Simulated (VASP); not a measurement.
# HgTe (zincblende type) (F-43m) in VASP: notebook

HgTe (zincblende type) is run at these levels: LDA; tasks: single point.

Program: VASP 6.6.1. These are calculated values, not measurements. Logs are shortened: lines on timing, memory, paths and dates and some standing lists are left out, and cuts for length are marked.

## 1. The cell of the first run

The structure is cubic, space group F-43m (No. 216). The conventional cell has a = 6.165 Å, b = 6.165 Å, c = 6.165 Å, α = 90.00°, β = 90.00°, γ = 90.00°. Hg (site symmetry -43m) has 4 Te at 2.67 Å within 3.5 Å. Te (site symmetry -43m) has 4 Hg at 2.67 Å within 3.5 Å.

## 2. Single point, LDA (volume scaled by 0.88)

The input, INCAR:

```
PREC = Accurate
ENCUT = 520
EDIFF = 1E-6
ISMEAR = -1
SIGMA = 0.05
LREAL = False
LASPH = True
NELM = 100
ALGO = Normal
ISIF = 2
LWAVE = False
LCHARG = False
NBANDS = 16
```

The input, KPOINTS:

```
Automatic mesh
0
Gamma
  11 11 11
```

The input, POSCAR:

```
HgTe
1.0
    0.0000000000      3.0827444958      3.0827444958
    3.0827444958      0.0000000000      3.0827444958
    3.0827444958      3.0827444958      0.0000000000
Hg Te
1 1
Direct
    0.0000000000      0.0000000000      0.0000000000
    0.2500000000      0.2500000000      0.2500000000
```

Potentials or basis: VASP PAW LDA potentials, release 64 (Hg, Te).

Command:

```bash
> cat potpaw_LDA.64/Hg/POTCAR potpaw_LDA.64/Te/POTCAR > POTCAR
> mpirun -np 1 vasp_std > vasp.out
```

OUTCAR:

```text
PREC = Accurate
   ENCUT = 520
   EDIFF = 1E-6
   ISMEAR = -1
   LREAL = False
   LASPH = True
   NELM = 100
   ISIF = 2

 ion  position               nearest neighbor table
   1  0.000  0.000  0.000-   2 2.67   2 2.67   2 2.67   2 2.67
   2  0.250  0.250  0.250-   1 2.67   1 2.67   1 2.67   1 2.67

  LATTYP: Found a face centered cubic cell.
 ALAT       =     6.1654889916

  Lattice vectors:

 A1 = (   0.0000000000,   3.0827444958,   3.0827444958)
 A2 = (   3.0827444958,   0.0000000000,   3.0827444958)
 A3 = (   3.0827444958,   3.0827444958,   0.0000000000)

Analysis of symmetry for initial positions (statically):
=====================================================================
 Subroutine PRICEL returns:
 Original cell was already a primitive cell.

 Routine SETGRP: Setting up the symmetry group for a
 face centered cubic supercell.

 Subroutine GETGRP returns: Found 24 space group operations
 (whereof 24 operations were pure point group operations)
 out of a pool of 48 trial point group operations.

The static configuration has the point symmetry T_d .

Analysis of symmetry for dynamics (positions and initial velocities):
=====================================================================
 Subroutine PRICEL returns:
 Original cell was already a primitive cell.

 Routine SETGRP: Setting up the symmetry group for a
 face centered cubic supercell.

 Subroutine GETGRP returns: Found 24 space group operations
 (whereof 24 operations were pure point group operations)
 out of a pool of 48 trial point group operations.

The dynamic configuration has the point symmetry T_d .

 Subroutine INISYM returns: Found 24 space group operations
 (whereof 24 operations are pure point group operations),
 and found     1 'primitive' translations

----------------------------------------------------------------------------------------

                                     Primitive cell

  volume of cell :      58.5926

  direct lattice vectors                    reciprocal lattice vectors
     0.000000000  3.082744496  3.082744496    -0.162193137  0.162193137  0.162193137
     3.082744496  0.000000000  3.082744496     0.162193137 -0.162193137  0.162193137
     3.082744496  3.082744496  0.000000000     0.162193137  0.162193137 -0.162193137

  length of vectors
     4.359659075  4.359659075  4.359659075     0.280926754  0.280926754  0.280926754

  position of ions in fractional coordinates (direct lattice)
     0.000000000  0.000000000  0.000000000
     0.250000000  0.250000000  0.250000000

  ion indices of the primitive-cell ions
   primitive index   ion index
                 1           1
                 2           2

----------------------------------------------------------------------------------------

 KPOINTS: Automatic mesh

Automatic generation of k-mesh.
 Grid dimensions read from file:
 generate k-points for:   11   11   11

 Generating k-lattice:

  Cartesian coordinates                     Fractional coordinates (reciprocal lattice)
    -0.014744831  0.014744831  0.014744831     0.090909091  0.000000000  0.000000000
     0.014744831 -0.014744831  0.014744831     0.000000000  0.090909091  0.000000000
     0.014744831  0.014744831 -0.014744831     0.000000000  0.000000000  0.090909091

  Length of vectors
     0.025538796  0.025538796  0.025538796

  Shift w.r.t. Gamma in fractional coordinates (k-lattice)
     0.000000000  0.000000000  0.000000000

 Subroutine IBZKPT returns following result:
 ===========================================

 Found     56 irreducible k-points:

 Following reciprocal coordinates:
            Coordinates               Weight
  0.000000  0.000000  0.000000      1.000000
  0.090909  0.000000  0.000000      8.000000
  0.181818  0.000000  0.000000      8.000000
  0.272727  0.000000  0.000000      8.000000
  0.363636  0.000000  0.000000      8.000000
  0.454545  0.000000  0.000000      8.000000
[... 16 lines left out ...]
 -0.272727  0.181818  0.000000     24.000000
 -0.181818  0.181818  0.000000     12.000000
 [... further k-points ...]
   k-points           NKPTS =     56   k-points in BZ     NKDIM =     56   number of bands    NBANDS=     16
   number of dos      NEDOS =    301   number of ions     NIONS =      2
   total plane-waves  NPLWV =  32768
   dimension x,y,z NGX =    32 NGY =   32 NGZ =   32
   dimension x,y,z NGXF=    64 NGYF=   64 NGZF=   64
   ions per type =               1   1
   NGX,Y,Z   is equivalent  to a cutoff of  12.20, 12.20, 12.20 a.u.
   NGXF,Y,Z  is equivalent  to a cutoff of  24.40, 24.40, 24.40 a.u.
 SYSTEM =  unknown system
   PREC   = accura    normal or accurate (medium, high low for compatibility)
   ISTART =      0    job   : 0-new  1-cont  2-samecut
   ICHARG =      2    charge: 1-file 2-atom 10-const
   ISPIN  =      1    spin polarized calculation?
   LNONCOLLINEAR =      F non collinear calculations
   LSORBIT =      F    spin-orbit coupling
   LASPH  =      T    aspherical Exc in radial PAW
   ENCUT  =  520.0 eV  38.22 Ry    6.18 a.u.   8.11  8.11  8.11*2*pi/ulx,y,z
   NELM   =    100;   NELMIN=  2; NELMDL= -5     # of ELM steps
   EDIFF  = 0.1E-05   stopping-criterion for ELM
   LREAL  =      F    real-space projection
   EDIFFG = 0.1E-04   stopping-criterion for IOM
   NSW    =      0    number of steps for IOM
   IBRION =     -1    ionic relax: 0-MD 1-quasi-New 2-CG
   NFREE  =      0    steps in history (QN), initial steepest desc. (CG)
   ISIF   =      2    stress and relaxation
   ISYM   =      2    0-nonsym 1-usesym 2-fastsym
   POTIM  = 0.5000    time-step for ionic-motion
   TEBEG  =    0.0;   TEEND  =   0.0 temperature during run
   PSTRESS=    0.0 pullay stress
   NELECT =      18.0000    total number of electrons
   NUPDOWN=      -1.0000    fix difference up-down
   EMIN   =  10.00;   EMAX   =-10.00  energy-range for DOS
   EFERMI =   0.00;   METHOD = LEGACY
   ISMEAR =    -1;   SIGMA  =   0.05  broadening in eV -4-tet -1-fermi 0-gaus
   EFERMI_NEDOS =   21; number of points for ismear=-14 and -15
   IALGO  =     38    algorithm
   IMIX   =      4    mixing-type and parameters
     AMIX     =   0.40;   BMIX     =  1.00
     AMIX_MAG =   1.60;   BMIX_MAG =  1.00
  volume/ion in A,a.u.               =      29.30       197.70
  Fermi-wavevector in a.u.,A,eV,Ry     =   1.104633  2.087454 16.602030  1.220215
  Thomas-Fermi vector in A             =   2.241109
   LORBIT       =      0    0 simple, 1 ext, 2 COOP (PROOUT), +10 PAW based schemes
   GGA     = CA    functional components
   LHFCALC =     F    Hartree Fock is set to
   AEXX    =    0.0000 exact exchange contribution
   IVDW    =     0    specifies the selected vdW correction
   LEPSILON=     F    determine dielectric tensor
   LRPA    =     F    only Hartree local field effects (RPA)
 non-spin polarized calculation
  energy-cutoff  :      520.00
  volume of cell :       58.59
 maximum number of plane-waves:      1596
   NGX = 17   NGY = 17   NGZ = 17

 number of electron      17.9999998 magnetization

 Free energy of the ion-electron system (eV)
  ---------------------------------------------------
  ext. energy  EPLUGINS =         0.00000000
  ---------------------------------------------------
  free energy    TOTEN  =        -4.83233344 eV

  energy without entropy =       -4.83206840  energy(sigma->0) =       -4.83220092

 E-fermi :   4.6413     XC(G=0):  -9.7346

 val. band max:        4.5746664995   @ k =   0.0000   0.0000   0.0000
 cond. band min:       5.1739376788   @ k =   0.0909   0.0000   0.0000
 fundamental gap:      0.5992711794
 Fermi energy:         4.6413123679

 k-point     1 :       0.0000    0.0000    0.0000
  band No.  band energies     occupation
      1      -8.6229      2.00000
      2      -3.7589      2.00000
      3      -3.7589      2.00000
      4      -3.7589      2.00000
      5      -3.0366      2.00000
      6      -3.0366      2.00000
[... 8 lines left out ...]
     15      14.1667      0.00000
     16      14.1667      0.00000

 k-point     2 :       0.0909    0.0000    0.0000
  band No.  band energies     occupation
      1      -8.5682      2.00000
      2      -3.7485      2.00000
      3      -3.7430      2.00000
      4      -3.7430      2.00000
      5      -3.0390      2.00000
      6      -3.0390      2.00000
[... 8 lines left out ...]
     15      13.3979      0.00000
     16      13.3979      0.00000

 k-point     3 :       0.1818    0.0000    0.0000
  band No.  band energies     occupation
      1      -8.4167      2.00000
      2      -3.7021      2.00000
      3      -3.7021      2.00000
      4      -3.6996      2.00000
      5      -3.0425      2.00000
      6      -3.0425      2.00000
[... 8 lines left out ...]
     15      12.9514      0.00000
     16      12.9514      0.00000

 k-point     4 :       0.2727    0.0000    0.0000
  band No.  band energies     occupation
      1      -8.2069      2.00000
      2      -3.6534      2.00000
      3      -3.6534      2.00000
      4      -3.5624      2.00000
      5      -3.0389      2.00000
      6      -3.0389      2.00000
[... 8 lines left out ...]
     15      13.0301      0.00000
     16      13.0301      0.00000

 k-point     5 :       0.3636    0.0000    0.0000
  band No.  band energies     occupation
      1      -8.0021      2.00000
      2      -3.6157      2.00000
      3      -3.6157      2.00000
      4      -3.2713      2.00000
      5      -3.0248      2.00000
      6      -3.0248      2.00000
[... 8 lines left out ...]
     15      13.6440      0.00000
     16      13.6440      0.00000

 k-point     6 :       0.4545    0.0000    0.0000
  band No.  band energies     occupation
      1      -7.8748      2.00000
      2      -3.5971      2.00000
      3      -3.5971      2.00000
      4      -3.0107      2.00000
      5      -3.0107      2.00000
      6      -2.8026      2.00000
[... 8 lines left out ...]
     15      14.4744      0.00000
     16      14.4744      0.00000
[... 267 lines left out ...]
 k-point    21 :      -0.4545    0.1818    0.0000
  band No.  band energies     occupation
      1      -7.7602      2.00000
      2      -3.5749      2.00000
      3      -3.5100      2.00000
      4      -3.1102      2.00000
      5      -3.0121      2.00000
      6      -2.6046      2.00000
[... 8 lines left out ...]
     15      14.1994      0.00000
     16      14.3959      0.00000

 k-point    22 :      -0.3636    0.1818    0.0000
  band No.  band energies     occupation
      1      -7.8033      2.00000
      2      -3.5703      2.00000
      3      -3.5333      2.00000
      4      -3.1001      2.00000
      5      -3.0428      2.00000
      6      -2.8328      2.00000
[... 8 lines left out ...]
     15      13.3244      0.00000
     16      14.3845      0.00000

 k-point    23 :      -0.2727    0.1818    0.0000
  band No.  band energies     occupation
      1      -7.9458      2.00000
      2      -3.5823      2.00000
      3      -3.5780      2.00000
      4      -3.3369      2.00000
      5      -3.0678      2.00000
      6      -2.9705      2.00000
[... 8 lines left out ...]
     15      13.7677      0.00000
     16      15.0751      0.00000

 k-point    24 :      -0.1818    0.1818    0.0000
  band No.  band energies     occupation
      1      -8.1355      2.00000
      2      -3.6341      2.00000
      3      -3.6223      2.00000
      4      -3.5430      2.00000
      5      -3.0733      2.00000
      6      -3.0012      2.00000
[... 8 lines left out ...]
     15      13.7911      0.00000
     16      13.9860      0.00000

 [... further k-points ...]
[... 5 lines left out ...]
  --------------------------------------------------------------------------------------
  -------------------------------------------------------------------------------------
  Total        3.2625844      3.2625844      3.2625844     -0.0000000      0.0000000     -0.0000000
  in kB       89.2133291     89.2133291     89.2133291     -0.0000000      0.0000000     -0.0000000
  external PRESSURE =      89.2133291 kB  Pullay stress =       0.0000000 kB

 VOLUME and BASIS-vectors are now :
 -----------------------------------------------------------------------------
  energy-cutoff  :      520.00
  volume of cell :       58.59
      direct lattice vectors                 reciprocal lattice vectors
     0.000000000  3.082744496  3.082744496    -0.162193137  0.162193137  0.162193137
     3.082744496  0.000000000  3.082744496     0.162193137 -0.162193137  0.162193137
     3.082744496  3.082744496  0.000000000     0.162193137  0.162193137 -0.162193137

 POSITION                                       TOTAL-FORCE (eV/Angst)
 -----------------------------------------------------------------------------------
      0.00000      0.00000      0.00000         0.000000      0.000000      0.000000
      1.54137      1.54137      1.54137        -0.000000     -0.000000     -0.000000
 -----------------------------------------------------------------------------------
    total drift:                               -0.000000     -0.000000     -0.000000

  FREE ENERGIE OF THE ION-ELECTRON SYSTEM (eV)
  ---------------------------------------------------
  free  energy   TOTEN  =        -4.8323334382 eV

  energy  without entropy=       -4.8320684029  energy(sigma->0) =       -4.83220092
```

It took 29 s on 1 thread of Intel Xeon Platinum 8259CL at 2.50GHz (Skylake/Cascade Lake), shared host; peak memory 0.18 GiB.

Results:

- Free energy: -4.8323 eV
- Pressure: 8.9 GPa
- Band gap on the k mesh: zero (filled and empty bands touch)

Caveat: spin-orbit coupling is left out, which moves the levels of the heavy elements.

(Continued in part 2 of 4.)
